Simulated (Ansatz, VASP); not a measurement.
**Be5Te in VASP and in Ansatz**

```
Be Te
1.0
     4.01268    0.00000    0.00000
    -2.00634    3.47508    0.00000
     0.00000    0.00000   13.91975
Be Te
10 2
Direct
  0.33333 0.66667 0.01907
  0.33316 0.32509 0.88948
  0.00000 0.00000 0.02041
  0.99193 0.66684 0.88948
  0.66667 0.33333 0.02029
  0.85550 0.66665 0.14843
  0.33335 0.18886 0.14843
  0.81114 0.14450 0.14843
  0.67491 0.00807 0.88948
  0.33333 0.66667 0.57574
  0.66667 0.33333 0.56092
  0.33333 0.66667 0.26384
```

Alike in both runs: functional PBE; k mesh 12 × 12 × 4; occupations gaussian, width 0.02 eV; no spin polarisation.

Ansatz relaxed the structure, and its values are those at the end. VASP's run is a single point on that final structure, the one shown.

|  | VASP | Ansatz |
| --- | --- | --- |
| version | VASP 6.6.1 | Ansatz 0.2.0 |
| potentials or method | VASP PAW PBE potentials, release 64 (Be, Te), cutoff 520 eV | scalar-relativistic, plane waves, PAW |
| valence electrons in the cell | 32 | 52 |

Ansatz gave:

```
gap on the k mesh at the Fermi level (eV) : 0.18
least direct gap on the mesh (eV)         : 0.52
pressure (GPa)                            : 0.0
rms of the force components (eV/Å)        : 0.000
```

Task: Which values does VASP return?

Result: gap on the k mesh at the Fermi level (eV): 0.18; least direct gap on the mesh (eV): 0.52; pressure (GPa): 0.1; rms of the force components (eV/Å): 0.007.

The functional is the same, so the differences come from potentials, cutoffs and numerics. VASP's potentials hold 32 valence electrons a cell and Ansatz's 52, so a difference there can come from the potentials and not from the codes.

Neither program's run includes spin-orbit coupling.
